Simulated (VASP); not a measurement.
A run of VASP 6.6.1:

File INCAR:

```
PREC = Accurate
ENCUT = 520
EDIFF = 1E-7
ISMEAR = 0
SIGMA = 0.1
LREAL = F
LASPH = T
NELM = 60
ALGO = Normal
ISIF = 2
LWAVE = F
LCHARG = F
GGA = CA
NBANDS = 18
```

File KPOINTS:

```
regular mesh
0
Gamma
  11 11 11
```

The input POSCAR:

```
Yb
1.0
    0.0000000000      2.4569516026      2.4569516026
    2.4569516026      0.0000000000      2.4569516026
    2.4569516026      2.4569516026      0.0000000000
Yb
1
Direct
    0.0000000000      0.0000000000      0.0000000000
```

Potentials or basis: VASP PAW PBE potentials, release 64 (Yb).

Launch:

```sh
$ cat potpaw_PBE.64/Yb/POTCAR > POTCAR
$ mpirun -np 1 vasp_std > vasp.out
```

Hardware: 1 thread of AMD EPYC 9R45 96-Core Processor (Zen 5), on a shared host.

Q: Estimate the wall time of this run.

A: Wall time 33 s on 1 thread of AMD EPYC 9R45 96-Core Processor (Zen 5) (shared host), peak memory 0.14 GiB. Counts: scf iterations 18, k points 56.
